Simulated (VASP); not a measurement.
# Sb2As2C (P-3m1) in VASP: single point with PBE

Aim: the single point of Sb2As2C with PBE.

Everything below comes from runs of VASP 6.6.1. Logs are shortened: lines on timing, memory, paths and dates and some standing lists are left out, and cuts for length are marked.

### Step 1. The cell of the first run

It takes space group P-3m1 (No. 164, trigonal). The conventional cell has a = 3.289 Å, b = 3.289 Å, c = 10.629 Å, α = 90.00°, β = 90.00°, γ = 120.00°. Sb (site symmetry 3m) has 3 As at 3.10 Å and 9 Sb at 3.29 to 3.71 Å and 3 C at 4.18 Å within 4.2 Å. Within 3.3 Å of As (site symmetry 3m) lie 3 C at 2.29 Å and 3 Sb at 3.10 Å and 9 As at 3.17 to 3.29 Å. C (site symmetry -3m) has 6 As at 2.29 Å within 3.0 Å.

### Step 2. Single point, PBE

The input, POSCAR:

```
Sb2As2C
1.0
    3.2889646082      0.0000000000      0.0000000000
   -1.6444823041      2.8483269028      0.0000000000
    0.0000000000      0.0000000000     10.6286697100
Sb As C
2 2 1
Direct
    0.6666666667      0.3333333333      0.3502076591
    0.3333333333      0.6666666667      0.6497923409
    0.6666666667      0.3333333333      0.8803171587
    0.3333333333      0.6666666667      0.1196828413
    0.0000000000      0.0000000000      0.0000000000
```

The input, INCAR.step1:

```
SYSTEM = Sb2As2C
ALGO = Normal
EDIFF = 1E-7
ENCUT = 520
GGA = PE
ISIF = 2
ISMEAR = 0
LASPH = .True.
LCHARG = .True.
LREAL = .False.
LWAVE = .False.
NBANDS = 20
NELM = 100
PREC = Accurate
SIGMA = 0.1
```

The input, KPOINTS.step1:

```
k-points
0
Gamma
  12 12 4
  0 0 0
```

The input, INCAR.step2:

```
SYSTEM = Sb2As2C
ALGO = Normal
EDIFF = 1E-7
ENCUT = 520
GGA = PE
ICHARG = 11
ISIF = 2
ISMEAR = -5
LASPH = .True.
LCHARG = .False.
LORBIT = 11
LREAL = .False.
LWAVE = .False.
NEDOS = 1001
NELM = 100
PREC = Accurate
SIGMA = 0.1
```

The input, KPOINTS.step2:

```
k-points
0
Gamma
  18 18 6
  0 0 0
```

Potentials or basis: VASP PAW PBE potentials, release 64 (Sb, As, C).

On the command line:

```bash
$ cat potpaw_PBE.64/Sb/POTCAR potpaw_PBE.64/As/POTCAR potpaw_PBE.64/C/POTCAR > POTCAR
$ cp INCAR.step1 INCAR
$ cp KPOINTS.step1 KPOINTS
$ mpirun -np 1 vasp_std > vasp.out
$ cp INCAR.step2 INCAR
$ cp KPOINTS.step2 KPOINTS
$ mpirun -np 1 vasp_std > vasp.out
```

OUTCAR:

```text
SYSTEM = Sb2As2C
   EDIFF = 1E-7
   ENCUT = 520
   GGA = PE
   ICHARG = 11
   ISIF = 2
   ISMEAR = -5
   LASPH = .True.
   LORBIT = 11
   LREAL = .False.
   NELM = 100
   PREC = Accurate

 ion  position               nearest neighbor table
   1  0.667  0.333  0.350-   4 3.10   4 3.10   4 3.10   2 3.71   2 3.71   2 3.71
   2  0.333  0.667  0.650-   3 3.10   3 3.10   3 3.10   1 3.71   1 3.71   1 3.71
   3  0.667  0.333  0.880-   5 2.29   5 2.29   5 2.29   2 3.10   2 3.10   2 3.10
   4  0.333  0.667  0.120-   5 2.29   5 2.29   5 2.29   1 3.10   1 3.10   1 3.10
   5  0.000  0.000  0.000-   3 2.29   4 2.29   4 2.29   3 2.29   3 2.29   4 2.29

  LATTYP: Found a hexagonal cell.
 ALAT       =     3.2889646082
 C/A-ratio  =     3.2316157138

  Lattice vectors:

 A1 = (   3.2889646082,   0.0000000000,   0.0000000000)
 A2 = (  -1.6444823041,   2.8483269028,   0.0000000000)
 A3 = (   0.0000000000,   0.0000000000,  10.6286697100)

Analysis of symmetry for initial positions (statically):
=====================================================================
 Subroutine PRICEL returns:
 Original cell was already a primitive cell.

 Routine SETGRP: Setting up the symmetry group for a
 hexagonal supercell.

 Subroutine GETGRP returns: Found 12 space group operations
 (whereof 12 operations were pure point group operations)
 out of a pool of 24 trial point group operations.

The static configuration has the point symmetry D_3d.

Analysis of symmetry for dynamics (positions and initial velocities):
=====================================================================
 Subroutine PRICEL returns:
 Original cell was already a primitive cell.

 Routine SETGRP: Setting up the symmetry group for a
 hexagonal supercell.

 Subroutine GETGRP returns: Found 12 space group operations
 (whereof 12 operations were pure point group operations)
 out of a pool of 24 trial point group operations.

The dynamic configuration has the point symmetry D_3d.

 Subroutine INISYM returns: Found 12 space group operations
 (whereof 12 operations are pure point group operations),
 and found     1 'primitive' translations

----------------------------------------------------------------------------------------

                                     Primitive cell

  volume of cell :      99.5699

  direct lattice vectors                    reciprocal lattice vectors
[... 107 lines left out ...]
   NUPDOWN=      -1.0000    fix difference up-down
   EMIN   =  10.00;   EMAX   =-10.00  energy-range for DOS
   EFERMI =   0.00;   METHOD = LEGACY
   ISMEAR =    -5;   SIGMA  =   0.10  broadening in eV -4-tet -1-fermi 0-gaus
   EFERMI_NEDOS =   21; number of points for ismear=-14 and -15
   IALGO  =     38    algorithm
   IMIX   =      4    mixing-type and parameters
     AMIX     =   0.40;   BMIX     =  1.00
     AMIX_MAG =   1.60;   BMIX_MAG =  1.00
  volume/ion in A,a.u.               =      19.91       134.39
  Fermi-wavevector in a.u.,A,eV,Ry     =   1.018832  1.925313 14.123102  1.038019
  Thomas-Fermi vector in A             =   2.152312
   LORBIT       =     11    0 simple, 1 ext, 2 COOP (PROOUT), +10 PAW based schemes
   GGA     = PE    functional components
   LHFCALC =     F    Hartree Fock is set to
   AEXX    =    0.0000 exact exchange contribution
   IVDW    =     0    specifies the selected vdW correction
   LEPSILON=     F    determine dielectric tensor
   LRPA    =     F    only Hartree local field effects (RPA)
 non-spin polarized calculation
 Fermi weights with tetrahedron method with Bloechl corrections
  energy-cutoff  :      520.00
  volume of cell :       99.57
 maximum number of plane-waves:      2712

 number of electron      24.0000002 magnetization

 Free energy of the ion-electron system (eV)
  ---------------------------------------------------
  ext. energy  EPLUGINS =         0.00000000
  ---------------------------------------------------
  free energy    TOTEN  =       -22.71772589 eV

  energy without entropy =      -22.71772589  energy(sigma->0) =      -22.71772589

 E-fermi :   7.7088     XC(G=0): -10.5252

 val. band max:        7.7618453590   @ k =   0.2778   0.2778   0.3333
 cond. band min:       7.6382227797   @ k =   0.2222   0.2222   0.1667
 fundamental gap:     -0.1236225793
 Fermi energy:         7.7088340866

 k-point     1 :       0.0000    0.0000    0.0000
  band No.  band energies     occupation
      1      -8.4025      2.00000
      2      -5.5299      2.00000
      3      -4.5265      2.00000
      4      -2.5718      2.00000
      5       0.1063      2.00000
      6       5.0522      2.00000
[... 433 lines left out ...]
      3      -1.9693      2.00000
      4      -1.0257      2.00000
      5      -0.1717      2.00000
      6       1.1530      2.00000
[... 8 lines left out ...]
     15       9.0674      0.00000
     16       9.5200      0.00000

 [... further k-points ...]

------------------------ aborting loop because EDIFF is reached ----------------------------------------

  FORCE on cell =-STRESS in cart. coord.  units (eV):
  Direction    XX          YY          ZZ          XY          YZ          ZX
  --------------------------------------------------------------------------------------
  -------------------------------------------------------------------------------------
  Total       -0.0321254     -0.0321254      0.1276323      0.0000000      0.0000000      0.0000000
  in kB       -0.5169298     -0.5169298      2.0537301      0.0000000      0.0000000      0.0000000
  external PRESSURE =       0.3399568 kB  Pullay stress =       0.0000000 kB

 VOLUME and BASIS-vectors are now :
 -----------------------------------------------------------------------------
  energy-cutoff  :      520.00
  volume of cell :       99.57
      direct lattice vectors                 reciprocal lattice vectors
     3.288964608  0.000000000  0.000000000     0.304047054  0.175541649  0.000000000
    -1.644482304  2.848326903  0.000000000     0.000000000  0.351083297  0.000000000
     0.000000000  0.000000000 10.628669710     0.000000000  0.000000000  0.094085152

 POSITION                                       TOTAL-FORCE (eV/Angst)
 -----------------------------------------------------------------------------------
      1.64448      0.94944      3.72224         0.000000     -0.000000     -0.011778
     -0.00000      1.89888      6.90643        -0.000000      0.000000      0.011778
      1.64448      0.94944      9.35660         0.000000     -0.000000     -0.030297
     -0.00000      1.89888      1.27207        -0.000000      0.000000      0.030297
      0.00000      0.00000      0.00000         0.000000      0.000000      0.000000
 -----------------------------------------------------------------------------------
    total drift:                               -0.000000      0.000000      0.000000

  FREE ENERGIE OF THE ION-ELECTRON SYSTEM (eV)
  ---------------------------------------------------
  free  energy   TOTEN  =       -22.7177258877 eV

  energy  without entropy=      -22.7177258877  energy(sigma->0) =      -22.71772589

 total charge

# of ion       s       p       d       tot
------------------------------------------
    1        1.250   1.054   0.039   2.343
    2        1.250   1.054   0.039   2.343
    3        1.348   1.194   0.075   2.617
    4        1.348   1.194   0.075   2.617
    5        0.910   1.300   0.000   2.210
--------------------------------------------------
tot          6.106   5.795   0.228  12.130
```

It took 4.5 min on 1 thread of Intel Xeon Platinum 8488C (Sapphire Rapids), shared host; peak memory 0.48 GiB.

What came out:

```
Valence electrons inside the program's atomic spheres : Sb 2.34; As 2.62; C 2.21
```

Caveat: spin-orbit coupling is left out, which moves the levels of the heavy elements; this functional lacks dispersion, which binds the layers, so the pressure and a relaxed spacing across them are unreliable; tetrahedron occupations give inexact forces and stress in metals.
